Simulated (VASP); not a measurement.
# InSe (C2/m) in VASP: further runs, part 2 of 2

VASP 6.6.1. Earlier steps stand in the parts before.

### Step 4. Single point, PBE

This run uses another cell than the first one, of 26.61 Å³/atom.

Contents of INCAR:

```
PREC = Accurate
ENCUT = 520
EDIFF = 1E-6
ISMEAR = -1
SIGMA = 0.02
LREAL = F
LASPH = T
NELM = 80
ALGO = Normal
ISIF = 2
LWAVE = F
LCHARG = T
GGA = PE
LELF = T
LVHAR = T
NBANDS = 27
```

Contents of KPOINTS:

```
Automatic mesh
0
Gamma
  6 6 6
```

Contents of POSCAR:

```
InSe
1.0
    5.8791298374     -2.0549041827      0.0681376885
    5.8791298374      2.0549041827      0.0681376885
   -1.6833233531      0.0000000000      4.3858890897
In Se
2 2
Direct
    0.1131987513      0.1131987513      0.9651310450
    0.8868012487      0.8868012487      0.0348689550
    0.3425800513      0.3425800513      0.3509438144
    0.6574199487      0.6574199487      0.6490561856
```

Potentials or basis: VASP PAW PBE potentials, release 64 (In_d, Se).

On the command line:

```sh
$ cat potpaw_PBE.64/In_d/POTCAR potpaw_PBE.64/Se/POTCAR > POTCAR
$ mpirun -np 1 vasp_std > vasp.out
```

OUTCAR:

```text
PREC = Accurate
   ENCUT = 520
   EDIFF = 1E-6
   ISMEAR = -1
   LREAL = F
   LASPH = T
   NELM = 80
   ISIF = 2
   GGA = PE

 ion  position               nearest neighbor table
   1  0.113  0.113  0.965-   3 2.68   4 2.69   4 2.69   2 2.79   2 3.73   2 3.73
   2  0.887  0.887  0.035-   4 2.68   3 2.69   3 2.69   1 2.79   1 3.73   1 3.73
   3  0.343  0.343  0.351-   1 2.68   2 2.69   2 2.69
   4  0.657  0.657  0.649-   2 2.68   1 2.69   1 2.69

  LATTYP: Found a base centered monoclinic cell.
 ALAT       =    11.7590493476
 B/A-ratio  =     0.3495017534
 C/A-ratio  =     0.3995075803
 COS(beta)  =    -0.3474758684

  Lattice vectors:

 A1 = (   5.8791298374,  -2.0549041827,   0.0681376885)
 A2 = (   5.8791298374,   2.0549041827,   0.0681376885)
 A3 = (  -1.6833233531,   0.0000000000,   4.3858890897)

Analysis of symmetry for initial positions (statically):
=====================================================================
 Subroutine PRICEL returns:
 Original cell was already a primitive cell.

 Routine SETGRP: Setting up the symmetry group for a
 base centered monoclinic supercell.

 Subroutine GETGRP returns: Found  4 space group operations
 (whereof  4 operations were pure point group operations)
 out of a pool of  4 trial point group operations.

The static configuration has the point symmetry C_2h.

Analysis of symmetry for dynamics (positions and initial velocities):
=====================================================================
 Subroutine PRICEL returns:
 Original cell was already a primitive cell.

 Routine SETGRP: Setting up the symmetry group for a
 base centered monoclinic supercell.

 Subroutine GETGRP returns: Found  4 space group operations
 (whereof  4 operations were pure point group operations)
 out of a pool of  4 trial point group operations.

The dynamic configuration has the point symmetry C_2h.

[... 112 lines left out ...]
   PSTRESS=    0.0 pullay stress
   NELECT =      38.0000    total number of electrons
   NUPDOWN=      -1.0000    fix difference up-down
   EMIN   =  10.00;   EMAX   =-10.00  energy-range for DOS
   EFERMI =   0.00;   METHOD = LEGACY
   ISMEAR =    -1;   SIGMA  =   0.02  broadening in eV -4-tet -1-fermi 0-gaus
   EFERMI_NEDOS =   21; number of points for ismear=-14 and -15
   IALGO  =     38    algorithm
   IMIX   =      4    mixing-type and parameters
     AMIX     =   0.40;   BMIX     =  1.00
     AMIX_MAG =   1.60;   BMIX_MAG =  1.00
  volume/ion in A,a.u.               =      26.61       179.58
  Fermi-wavevector in a.u.,A,eV,Ry     =   1.161349  2.194631 18.350607  1.348732
  Thomas-Fermi vector in A             =   2.297922
   LORBIT       =      0    0 simple, 1 ext, 2 COOP (PROOUT), +10 PAW based schemes
   GGA     = PE    functional components
   LHFCALC =     F    Hartree Fock is set to
   AEXX    =    0.0000 exact exchange contribution
   IVDW    =     0    specifies the selected vdW correction
   LEPSILON=     F    determine dielectric tensor
   LRPA    =     F    only Hartree local field effects (RPA)
 non-spin polarized calculation
  energy-cutoff  :      520.00
  volume of cell :      106.44
 maximum number of plane-waves:      2894
 NGX is ok and might be reduce to    48
   NGX = 23   NGY = 23   NGZ = 17

 number of electron      38.0000004 magnetization

 Free energy of the ion-electron system (eV)
  ---------------------------------------------------
  ext. energy  EPLUGINS =         0.00000000
  ---------------------------------------------------
  free energy    TOTEN  =       -14.00905769 eV

  energy without entropy =      -14.00905769  energy(sigma->0) =      -14.00905769

 E-fermi :   5.0877     XC(G=0):  -9.4662

 val. band max:        4.7032960867   @ k =  -0.3333  -0.3333   0.3333
 cond. band min:       5.6880777541   @ k =   0.0000   0.0000   0.5000
 fundamental gap:      0.9847816674
 Fermi energy:         5.0877247125

 k-point     1 :       0.0000    0.0000    0.0000
  band No.  band energies     occupation
      1      -9.9200      2.00000
      2      -9.8177      2.00000
      3      -9.6079      2.00000
      4      -9.5911      2.00000
      5      -9.5533      2.00000
      6      -9.5498      2.00000
[... 709 lines left out ...]
     26      12.3129      0.00000
     27      12.6423      0.00000

 [... further k-points ...]
[... 5 lines left out ...]
  --------------------------------------------------------------------------------------
  -------------------------------------------------------------------------------------
  Total        1.7210280      1.7733435      1.6746148      0.0000000      0.0000000      0.0475749
  in kB       25.9047081     26.6921554     25.2061023      0.0000000      0.0000000      0.7160915
  external PRESSURE =      25.9343219 kB  Pullay stress =       0.0000000 kB

 VOLUME and BASIS-vectors are now :
 -----------------------------------------------------------------------------
  energy-cutoff  :      520.00
  volume of cell :      106.44
      direct lattice vectors                 reciprocal lattice vectors
     5.879129837 -2.054904183  0.068137689     0.084669970 -0.243320348  0.032496704
     5.879129837  2.054904183  0.068137689     0.084669970  0.243320348  0.032496704
    -1.683323353  0.000000000  4.385889090    -0.002630808  0.000000000  0.226994226

 POSITION                                       TOTAL-FORCE (eV/Angst)
 -----------------------------------------------------------------------------------
     -0.29361      0.00000      4.24838        -0.078693      0.000000      0.020071
     10.36854      0.00000      0.27378         0.078693      0.000000     -0.020071
      3.43739      0.00000      1.58589         0.024999      0.000000      0.244180
      6.63754      0.00000      2.93628        -0.024999      0.000000     -0.244180
 -----------------------------------------------------------------------------------
    total drift:                               -0.000000     -0.000000     -0.000000

  FREE ENERGIE OF THE ION-ELECTRON SYSTEM (eV)
  ---------------------------------------------------
  free  energy   TOTEN  =       -14.0090576868 eV

  energy  without entropy=      -14.0090576868  energy(sigma->0) =      -14.00905769
```

It took 1.7 min on 1 thread of Intel Xeon 6975P-C (Granite Rapids), shared host; peak memory 0.38 GiB.

Results:

* Free energy: -14.0091 eV
* Pressure: 2.6 GPa
* Largest force: 0.245 eV/Å
* Band gap on the k mesh: 0.98 eV (least direct gap 1.25 eV)

Forces on the atoms (eV/Å):
```
In  -0.079  0.000  0.020
In   0.079  0.000 -0.020
Se   0.025  0.000  0.244
Se  -0.025  0.000 -0.244
```

Levels at points of the mesh, in eV from the valence-band top:
```
           k point  band 15  band 16  band 17  band 18  band 19  band 20  band 21  band 22  band 23  band 24
(0.00, 0.00, 0.00)    -3.73    -2.51    -2.24    -1.67    -1.36     2.69     3.27     3.87     4.94     5.37
(0.50, 0.00, 0.00)    -2.47    -2.11    -1.72    -1.42    -1.29     1.66     2.44     3.41     3.56     4.43
(0.50, 0.50, 0.00)    -2.68    -2.47    -1.19    -0.82    -0.28     1.18     2.71     2.90     4.26     5.80
(0.00, 0.00, 0.50)    -2.12    -1.84    -1.62    -1.20    -0.27     0.98     2.28     3.50     3.58     5.87
(0.50, 0.00, 0.50)    -3.75    -3.25    -2.49    -2.35    -1.67     2.22     3.20     4.08     4.58     6.65
(0.50, 0.50, 0.50)    -2.47    -1.66    -1.49    -1.03    -0.47     2.13     3.05     3.17     4.25     5.18
```

Caveat: spin-orbit coupling is left out, which moves the levels of the heavy elements.

### Step 5. The runs side by side

```csv
cell,gap on the mesh (eV),pressure (GPa),largest force (eV/Å)
"a = 5.858, b = 5.858, c = 4.419 Å, angles 109.1, 109.1, 38.5°, 4 atoms, atomic positions A",0.98,14.7,0.35
"a = 6.074, b = 6.074, c = 4.681 Å, angles 108.6, 108.6, 39.5°, 4 atoms, atomic positions B",0.84,4.4,0.27
"a = 6.228, b = 6.228, c = 4.698 Å, angles 109.1, 109.1, 38.5°, 4 atoms, atomic positions C",0.98,2.6,0.25
```

Alike in all rows: task single point; level PBE; potentials or basis VASP PAW PBE potentials, release 64 (In_d, Se); no spin polarisation; k mesh 6 × 6 × 6; cutoff (eV) 520; smearing fermi-dirac 0.02 eV.

Caveats: spin-orbit coupling is left out, which moves the levels of the heavy elements; the stress differs along the axes, from 11 to 19 GPa (at least some runs); the cell stands under pressure (at least some runs).

Absolute energies hang on the potentials; compare differences alone.
